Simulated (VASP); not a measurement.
# Sc in VASP: a series of runs

Sc is run at these levels: PBEsol; tasks: single point.

Everything below comes from runs of VASP 6.6.1. Logs are shortened: lines on timing, memory, paths and dates and some standing lists are left out, and cuts for length are marked.

## Step 1: The cell of the first run

It takes space group Fm-3m (No. 225, cubic). Conventional cell: a = 4.480 Å, b = 4.480 Å, c = 4.480 Å, α = 90.00°, β = 90.00°, γ = 90.00°. Within 4.2 Å of Sc (site symmetry m-3m) lie 12 Sc at 3.17 Å.

## Step 2: Single point, PBEsol (volume scaled by 0.96)

INCAR

```
PREC = Accurate
ENCUT = 520
EDIFF = 1E-6
ISMEAR = -1
SIGMA = 0.03
LREAL = False
LASPH = True
NELM = 80
ALGO = Normal
ISIF = 2
LWAVE = False
LCHARG = True
GGA = PS
LELF = True
LVHAR = True
NBANDS = 12
```

KPOINTS

```
regular mesh
0
Gamma
  12 12 12
```

POSCAR

```
Sc
1.0
    0.0000000000      2.2398138059      2.2398138059
    2.2398138059      0.0000000000      2.2398138059
    2.2398138059      2.2398138059      0.0000000000
Sc
1
Direct
    0.0000000000      0.0000000000      0.0000000000
```

Potentials or basis: VASP PAW PBE potentials, release 64 (Sc_sv).

Launch:

```bash
$ cat potpaw_PBE.64/Sc_sv/POTCAR > POTCAR
$ mpirun -np 1 vasp_std > vasp.out
```

OUTCAR:

```text
PREC = Accurate
   ENCUT = 520
   EDIFF = 1E-6
   ISMEAR = -1
   LREAL = False
   LASPH = True
   NELM = 80
   ISIF = 2
   GGA = PS

 ion  position               nearest neighbor table
   1  0.000  0.000  0.000-

  LATTYP: Found a face centered cubic cell.
 ALAT       =     4.4796276118

  Lattice vectors:

 A1 = (   0.0000000000,   2.2398138059,   2.2398138059)
 A2 = (   2.2398138059,   0.0000000000,   2.2398138059)
 A3 = (   2.2398138059,   2.2398138059,   0.0000000000)

Analysis of symmetry for initial positions (statically):
=====================================================================
 Subroutine PRICEL returns:
 Original cell was already a primitive cell.

 Routine SETGRP: Setting up the symmetry group for a
 face centered cubic supercell.

 Subroutine GETGRP returns: Found 48 space group operations
 (whereof 48 operations were pure point group operations)
 out of a pool of 48 trial point group operations.

The static configuration has the point symmetry O_h .

Analysis of symmetry for dynamics (positions and initial velocities):
=====================================================================
 Subroutine PRICEL returns:
 Original cell was already a primitive cell.

 Routine SETGRP: Setting up the symmetry group for a
 face centered cubic supercell.

 Subroutine GETGRP returns: Found 48 space group operations
 (whereof 48 operations were pure point group operations)
 out of a pool of 48 trial point group operations.

The dynamic configuration has the point symmetry O_h .

 Subroutine INISYM returns: Found 48 space group operations
 (whereof 48 operations are pure point group operations),
 and found     1 'primitive' translations

----------------------------------------------------------------------------------------

                                     Primitive cell

  volume of cell :      22.4732

  direct lattice vectors                    reciprocal lattice vectors
     0.000000000  2.239813806  2.239813806    -0.223232841  0.223232841  0.223232841
     2.239813806  0.000000000  2.239813806     0.223232841 -0.223232841  0.223232841
     2.239813806  2.239813806  0.000000000     0.223232841  0.223232841 -0.223232841

  length of vectors
     3.167575061  3.167575061  3.167575061     0.386650623  0.386650623  0.386650623

  position of ions in fractional coordinates (direct lattice)
     0.000000000  0.000000000  0.000000000

  ion indices of the primitive-cell ions
   primitive index   ion index
                 1           1

----------------------------------------------------------------------------------------

 KPOINTS: regular mesh

Automatic generation of k-mesh.
 Grid dimensions read from file:
 generate k-points for:   12   12   12

 Generating k-lattice:

  Cartesian coordinates                     Fractional coordinates (reciprocal lattice)
    -0.018602737  0.018602737  0.018602737     0.083333333  0.000000000  0.000000000
     0.018602737 -0.018602737  0.018602737     0.000000000  0.083333333  0.000000000
     0.018602737  0.018602737 -0.018602737     0.000000000  0.000000000  0.083333333

  Length of vectors
     0.032220885  0.032220885  0.032220885

  Shift w.r.t. Gamma in fractional coordinates (k-lattice)
     0.000000000  0.000000000  0.000000000

 Subroutine IBZKPT returns following result:
 ===========================================

 Found     72 irreducible k-points:

 Following reciprocal coordinates:
            Coordinates               Weight
  0.000000  0.000000  0.000000      1.000000
  0.083333  0.000000  0.000000      8.000000
  0.166667  0.000000  0.000000      8.000000
  0.250000  0.000000  0.000000      8.000000
  0.333333  0.000000  0.000000      8.000000
  0.416667  0.000000  0.000000      8.000000
[... 16 lines left out ...]
  0.500000  0.166667  0.000000     24.000000
 -0.416667  0.166667  0.000000     24.000000
 [... further k-points ...]
   k-points           NKPTS =     72   k-points in BZ     NKDIM =     72   number of bands    NBANDS=     12
   number of dos      NEDOS =    301   number of ions     NIONS =      1
   total plane-waves  NPLWV =  13824
   dimension x,y,z NGX =    24 NGY =   24 NGZ =   24
   dimension x,y,z NGXF=    48 NGYF=   48 NGZF=   48
   ions per type =               1
   NGX,Y,Z   is equivalent  to a cutoff of  12.60, 12.60, 12.60 a.u.
   NGXF,Y,Z  is equivalent  to a cutoff of  25.19, 25.19, 25.19 a.u.
 SYSTEM =  unknown system
   PREC   = accura    normal or accurate (medium, high low for compatibility)
   ISTART =      0    job   : 0-new  1-cont  2-samecut
   ICHARG =      2    charge: 1-file 2-atom 10-const
   ISPIN  =      1    spin polarized calculation?
   LNONCOLLINEAR =      F non collinear calculations
   LSORBIT =      F    spin-orbit coupling
   LASPH  =      T    aspherical Exc in radial PAW
   ENCUT  =  520.0 eV  38.22 Ry    6.18 a.u.   5.89  5.89  5.89*2*pi/ulx,y,z
   NELM   =     80;   NELMIN=  2; NELMDL= -5     # of ELM steps
   EDIFF  = 0.1E-05   stopping-criterion for ELM
   LREAL  =      F    real-space projection
   EDIFFG = 0.1E-04   stopping-criterion for IOM
   NSW    =      0    number of steps for IOM
   IBRION =     -1    ionic relax: 0-MD 1-quasi-New 2-CG
   NFREE  =      0    steps in history (QN), initial steepest desc. (CG)
   ISIF   =      2    stress and relaxation
   ISYM   =      2    0-nonsym 1-usesym 2-fastsym
   POTIM  = 0.5000    time-step for ionic-motion
   TEBEG  =    0.0;   TEEND  =   0.0 temperature during run
   PSTRESS=    0.0 pullay stress
   NELECT =      11.0000    total number of electrons
   NUPDOWN=      -1.0000    fix difference up-down
   EMIN   =  10.00;   EMAX   =-10.00  energy-range for DOS
   EFERMI =   0.00;   METHOD = LEGACY
   ISMEAR =    -1;   SIGMA  =   0.03  broadening in eV -4-tet -1-fermi 0-gaus
   EFERMI_NEDOS =   21; number of points for ismear=-14 and -15
   IALGO  =     38    algorithm
   IMIX   =      4    mixing-type and parameters
     AMIX     =   0.40;   BMIX     =  1.00
     AMIX_MAG =   1.60;   BMIX_MAG =  1.00
  volume/ion in A,a.u.               =      22.47       151.66
  Fermi-wavevector in a.u.,A,eV,Ry     =   1.290181  2.438088 22.647792  1.664566
  Thomas-Fermi vector in A             =   2.422028
   LORBIT       =      0    0 simple, 1 ext, 2 COOP (PROOUT), +10 PAW based schemes
   GGA     = PS    functional components
   LHFCALC =     F    Hartree Fock is set to
   AEXX    =    0.0000 exact exchange contribution
   IVDW    =     0    specifies the selected vdW correction
   LEPSILON=     F    determine dielectric tensor
   LRPA    =     F    only Hartree local field effects (RPA)
 non-spin polarized calculation
  energy-cutoff  :      520.00
  volume of cell :       22.47
 maximum number of plane-waves:       620
   NGX = 11   NGY = 11   NGZ = 11

 number of electron      11.0000003 magnetization

 Free energy of the ion-electron system (eV)
  ---------------------------------------------------
  ext. energy  EPLUGINS =         0.00000000
  ---------------------------------------------------
  free energy    TOTEN  =        -6.55179184 eV

  energy without entropy =       -6.54669128  energy(sigma->0) =       -6.54924156

 E-fermi :   4.1961     XC(G=0): -10.3711

 val. band max:        4.1697606779   @ k =  -0.4167   0.1667   0.0000
 cond. band min:       4.2013181457   @ k =   0.5000   0.3333   0.1667
 fundamental gap:      0.0315574678
 Fermi energy:         4.1960909064

 k-point     1 :       0.0000    0.0000    0.0000
  band No.  band energies     occupation
      1     -44.7884      2.00000
      2     -23.2284      2.00000
      3     -23.2284      2.00000
      4     -23.2284      2.00000
      5      -1.1731      2.00000
      6       5.8924      0.00000
      7       5.8924      0.00000
      8       5.8924      0.00000
      9       7.4562      0.00000
     10       7.4562      0.00000
     11      17.2275      0.00000
     12      20.9708      0.00000

 k-point     2 :       0.0833    0.0000    0.0000
  band No.  band energies     occupation
      1     -44.7824      2.00000
      2     -23.2665      2.00000
      3     -23.2332      2.00000
      4     -23.2332      2.00000
      5      -0.9814      2.00000
      6       5.7459      0.00000
      7       5.9646      0.00000
      8       5.9646      0.00000
      9       7.4044      0.00000
     10       7.4044      0.00000
     11      17.4275      0.00000
     12      19.6342      0.00000

 k-point     3 :       0.1667    0.0000    0.0000
  band No.  band energies     occupation
      1     -44.7660      2.00000
      2     -23.3697      2.00000
      3     -23.2461      2.00000
      4     -23.2461      2.00000
      5      -0.4327      2.00000
      6       5.3826      0.00000
      7       6.1080      0.00000
      8       6.1080      0.00000
      9       7.3426      0.00000
     10       7.3426      0.00000
     11      17.2575      0.00000
     12      18.1667      0.00000
[... 286 lines left out ...]
 k-point    23 :       0.5000    0.1667    0.0000
  band No.  band energies     occupation
      1     -44.6910      2.00000
      2     -23.7198      2.00000
      3     -23.3804      2.00000
      4     -23.3297      2.00000
      5       2.7359      2.00000
      6       4.1191      1.85718
      7       5.3447      0.00000
      8       6.2785      0.00000
      9       8.5194      0.00000
     10       8.9661      0.00000
     11      11.8853      0.00000
     12      16.6120      0.00000

 k-point    24 :      -0.4167    0.1667    0.0000
  band No.  band energies     occupation
      1     -44.6895      2.00000
      2     -23.7246      2.00000
      3     -23.3983      2.00000
      4     -23.3185      2.00000
      5       2.8586      2.00000
      6       4.1698      1.41268
      7       5.3071      0.00000
      8       6.2171      0.00000
      9       8.2579      0.00000
     10       9.3049      0.00000
     11      11.7235      0.00000
     12      16.2575      0.00000

 [... further k-points ...]

------------------------ aborting loop because EDIFF is reached ----------------------------------------

  FORCE on cell =-STRESS in cart. coord.  units (eV):
  Direction    XX          YY          ZZ          XY          YZ          ZX
  --------------------------------------------------------------------------------------
  -------------------------------------------------------------------------------------
  Total        0.4017076      0.4017076      0.4017076     -0.0000000     -0.0000000      0.0000000
  in kB       28.6388069     28.6388069     28.6388069     -0.0000000     -0.0000000      0.0000000
  external PRESSURE =      28.6388069 kB  Pullay stress =       0.0000000 kB

 VOLUME and BASIS-vectors are now :
 -----------------------------------------------------------------------------
  energy-cutoff  :      520.00
  volume of cell :       22.47
      direct lattice vectors                 reciprocal lattice vectors
     0.000000000  2.239813806  2.239813806    -0.223232841  0.223232841  0.223232841
     2.239813806  0.000000000  2.239813806     0.223232841 -0.223232841  0.223232841
     2.239813806  2.239813806  0.000000000     0.223232841  0.223232841 -0.223232841

 POSITION                                       TOTAL-FORCE (eV/Angst)
 -----------------------------------------------------------------------------------
      0.00000      0.00000      0.00000        -0.000000     -0.000000     -0.000000
 -----------------------------------------------------------------------------------
    total drift:                               -0.000000      0.000000      0.000000

  FREE ENERGIE OF THE ION-ELECTRON SYSTEM (eV)
  ---------------------------------------------------
  free  energy   TOTEN  =        -6.5517918450 eV

  energy  without entropy=       -6.5466912839  energy(sigma->0) =       -6.54924156
```

It took 12 s on 1 thread of Intel Xeon Platinum 8488C (Sapphire Rapids), shared host; peak memory 0.14 GiB.

Results:

* Free energy: -6.5518 eV
* Pressure: 2.9 GPa

Caveat: the PAW data sets were made with another functional, which shifts forces and pressure a little.

## Step 3: Single point, PBEsol (volume scaled by 0.99)

INCAR

```
SYSTEM = Sc
PREC     = Accurate       ! precision mode
ENCUT    = 520            ! plane-wave cutoff, eV
EDIFF    = 1E-7           ! SCF threshold, eV
ISMEAR   = -1             ! smearing method
SIGMA    = 0.03           ! smearing width, eV
LREAL    = .FALSE.        ! projectors in reciprocal space
LASPH    = .TRUE.         ! aspherical terms in the spheres
NELM     = 100            ! most SCF steps
ALGO     = Normal         ! electronic algorithm
ISIF     = 2              ! what is computed and relaxed
LWAVE    = .FALSE.        ! write WAVECAR
LCHARG   = .TRUE.         ! write CHGCAR
GGA      = PS             ! functional
LELF     = .TRUE.         ! ELF
LVHAR    = .TRUE.       
NBANDS   = 12             ! bands
```

KPOINTS

```
regular mesh
0
G
  12 12 12
  0 0 0
```

POSCAR

```
Sc
1.0
    0.0000000000      2.2629062978      2.2629062978
    2.2629062978      0.0000000000      2.2629062978
    2.2629062978      2.2629062978      0.0000000000
Sc
1
Direct
    0.0000000000      0.0000000000      0.0000000000
```

Potentials or basis: VASP PAW PBE potentials, release 64 (Sc_sv).

Launch:

```bash
$ cat potpaw_PBE.64/Sc_sv/POTCAR > POTCAR
$ mpirun -np 1 vasp_std > vasp.out
```

Wall time 10 s (1 thread of Intel Xeon Platinum 8488C (Sapphire Rapids), shared host); peak memory 0.14 GiB.

It converged, with:

```yaml
Free_energy: -6.5607 eV
Pressure: 1.0 GPa
```

Levels at points of the mesh, in eV from the Fermi level:
```tsv
k point	band 3	band 4	band 5	band 6	band 7	band 8
(0.00, 0.00, 0.00)	-27.53	-27.53	-5.31	1.66	1.66	1.66
(0.50, 0.00, 0.00)	-27.59	-27.59	-1.85	0.36	1.53	1.53
(0.50, 0.50, 0.00)	-27.70	-27.70	-1.66	-0.72	2.14	4.13
```

Caveat: the PAW data sets were made with another functional, which shifts forces and pressure a little.

## Step 4: Single point, PBEsol (volume scaled by 1.02)

INCAR

```
PREC = Accurate
ENCUT = 520
EDIFF = 1E-6
ISMEAR = -1
SIGMA = 0.03
LREAL = False
LASPH = True
NELM = 60
ALGO = Normal
ISIF = 2
LWAVE = False
LCHARG = False
GGA = PS
NBANDS = 12
```

KPOINTS

```
regular mesh
0
Gamma
  12 12 12
```

POSCAR

```
Sc
1.0
    0.0000000000      2.2855368621      2.2855368621
    2.2855368621      0.0000000000      2.2855368621
    2.2855368621      2.2855368621      0.0000000000
Sc
1
Direct
    0.0000000000      0.0000000000      0.0000000000
```

Launch:

```bash
$ cat potpaw_PBE.64/Sc_sv/POTCAR > POTCAR
$ mpirun -np 1 vasp_std > vasp.out
```

Run time: 9.8 s. Hardware: 1 thread of Intel Xeon Platinum 8488C (Sapphire Rapids), shared host; peak memory 0.14 GiB.

It converged, with:

```yaml
Free_energy: -6.5619 eV
Pressure: -0.6 GPa
```

Levels at points of the mesh, in eV from the Fermi level:
```
           k point  band 2  band 3  band 4  band 5  band 6  band 7  band 8  band 9
(0.00, 0.00, 0.00)  -27.63  -27.63  -27.63   -5.26    1.62    1.62    1.62    3.06
(0.50, 0.00, 0.00)  -28.07  -27.68  -27.68   -1.82    0.30    1.50    1.50    4.00
(0.50, 0.50, 0.00)  -28.04  -27.78  -27.78   -1.59   -0.68    2.03    4.00    4.25
```

Caveat: the PAW data sets were made with another functional, which shifts forces and pressure a little.

## Step 5: Single point, PBEsol (volume scaled by 1.06)

INCAR

```
PREC = Accurate
ENCUT = 520
EDIFF = 1E-6
ISMEAR = -1
SIGMA = 0.03
LREAL = False
LASPH = True
NELM = 100
ALGO = Normal
ISIF = 2
LWAVE = False
LCHARG = True
GGA = PS
LELF = True
LVHAR = True
NBANDS = 12
```

KPOINTS is that of step 4.

POSCAR

```
Sc
1.0
    0.0000000000      2.3150309133      2.3150309133
    2.3150309133      0.0000000000      2.3150309133
    2.3150309133      2.3150309133      0.0000000000
Sc
1
Direct
    0.0000000000      0.0000000000      0.0000000000
```

Launch:

```bash
$ cat potpaw_PBE.64/Sc_sv/POTCAR > POTCAR
$ mpirun -np 1 vasp_std > vasp.out
```

It took 12 s on 1 thread of Intel Xeon Platinum 8488C (Sapphire Rapids), shared host; peak memory 0.14 GiB.

Results (log left out):

- Free energy: -6.5531 eV
- Pressure: -2.5 GPa

Levels at points of the mesh, in eV from the Fermi level:
```tsv
k point	band 2	band 3	band 4	band 5	band 6	band 7	band 8	band 9
(0.00, 0.00, 0.00)	-27.75	-27.75	-27.75	-5.18	1.57	1.57	1.57	2.94
(0.50, 0.00, 0.00)	-28.14	-27.80	-27.80	-1.77	0.23	1.46	1.46	3.83
(0.50, 0.50, 0.00)	-28.11	-27.89	-27.89	-1.51	-0.62	1.90	3.82	4.06
```

Caveat: the PAW data sets were made with another functional, which shifts forces and pressure a little.

## Step 6: Single point, PBEsol (zz strain of -2 %)

INCAR

```
SYSTEM = Sc
PREC     = Accurate       ! precision mode
ENCUT    = 520            ! plane-wave cutoff, eV
EDIFF    = 1E-6           ! SCF threshold, eV
ISMEAR   = -1             ! smearing method
SIGMA    = 0.03           ! smearing width, eV
LREAL    = .False.        ! projectors in reciprocal space
LASPH    = .True.         ! aspherical terms in the spheres
NELM     = 80             ! most SCF steps
ALGO     = Normal         ! electronic algorithm
ISIF     = 2              ! what is computed and relaxed
LWAVE    = .False.        ! write WAVECAR
LCHARG   = .True.         ! write CHGCAR
GGA      = PS             ! functional
LELF     = .True.         ! ELF
LVHAR    = .True.       
NBANDS   = 12             ! bands
```

KPOINTS

```
Automatic mesh
0
Gamma
  12 12 12
  0 0 0
```

POSCAR

```
Sc
1.0
    0.0000000000      2.2705000000      2.2250900000
    2.2705000000      0.0000000000      2.2250900000
    2.2705000000      2.2705000000      0.0000000000
Sc
1
Direct
    0.0000000000      0.0000000000      0.0000000000
```

Potentials or basis: VASP PAW PBE potentials, release 64 (Sc_sv).

Launch:

```bash
$ cat potpaw_PBE.64/Sc_sv/POTCAR > POTCAR
$ mpirun -np 1 vasp_std > vasp.out
```

Wall time 20 s (1 thread of Intel Xeon Platinum 8488C (Sapphire Rapids), shared host); peak memory 0.17 GiB.

Results (log left out):

* Free energy: -6.5580 eV
* Pressure: 1.6 GPa

Stress tensor (GPa, compression positive):
```
1.40 0.00 0.00
0.00 1.40 0.00
0.00 0.00 2.05
```

Levels at points of the mesh, in eV from the Fermi level:
| k point | band 1 | band 2 | band 3 | band 4 | band 5 | band 6 | band 7 | band 8 | band 9 | band 10 |
| --- | --- | --- | --- | --- | --- | --- | --- | --- | --- | --- |
| (0.00, 0.00, 0.00) | -49.04 | -27.49 | -27.49 | -27.49 | -5.33 | 1.63 | 1.63 | 1.76 | 3.11 | 3.27 |
| (0.50, 0.00, 0.00) | -48.96 | -28.01 | -27.57 | -27.55 | -1.87 | 0.38 | 1.46 | 1.62 | 4.15 | 4.22 |
| (0.50, 0.50, 0.00) | -48.92 | -27.97 | -27.69 | -27.69 | -1.67 | -0.77 | 2.39 | 4.17 | 4.45 | 4.45 |
| (0.50, 0.00, 0.50) | -48.93 | -27.97 | -27.68 | -27.66 | -1.69 | -0.72 | 2.08 | 4.18 | 4.39 | 4.50 |

Caveat: the cell differs from its parent crystal (zz strain of -2 %); the PAW data sets were made with another functional, which shifts forces and pressure a little.

## Step 7: Overview

```csv
cell,gap on the mesh (eV),pressure (GPa)
"a = 3.168 Å, angles 60.0°, 1 atom",none,2.9
"a = 3.200 Å, angles 60.0°, 1 atom",none,1.0
"a = 3.232 Å, angles 60.0°, 1 atom",none,-0.6
"a = 3.274 Å, angles 60.0°, 1 atom",none,-2.5
"a = 3.179, b = 3.179, c = 3.211 Å, angles 59.7, 59.7, 60.7°, 1 atom",none,1.6
```

Alike in all rows: task single point; level PBEsol; potentials or basis VASP PAW PBE potentials, release 64 (Sc_sv); no spin polarisation; k mesh 12 × 12 × 12; cutoff (eV) 520; smearing fermi-dirac 0.03 eV.

Caveats: the PAW data sets were made with another functional, which shifts forces and pressure a little.

Total energies depend on the potentials used, so only differences within one code and one set of settings carry meaning.
